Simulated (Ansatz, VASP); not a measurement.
## Cs: VASP beside Ansatz

```
CELL_PARAMETERS angstrom
0.00000 6.19360 6.19360
6.19360 0.00000 6.19360
6.19360 6.19360 0.00000
ATOMIC_POSITIONS crystal
Cs 0.12500 0.12500 0.12500
Cs 0.87500 0.87500 0.87500
```

Alike in both runs: task single point; functional BLYP; k mesh 5 × 5 × 5; occupations fermi-dirac, width 0.1 eV; no spin polarisation.

|  | VASP | Ansatz |
| --- | --- | --- |
| version | VASP 6.6.1 | Ansatz 0.2.0 |
| potentials or method | VASP PAW PBE potentials, release 64 (Cs_sv), cutoff 520 eV | plane waves (420 eV) with PAW, scalar-relativistic |
| valence electrons in the cell | 18 | 18 |

|  | VASP | Ansatz | Ansatz less VASP |
| --- | --- | --- | --- |
| pressure (GPa) | 0.0 | 0.0 | 0.00 |

VASP's potentials were made for PBE, not for BLYP. Ansatz's warnings: xc potential rough in thin density.

Spin-orbit coupling is off throughout.
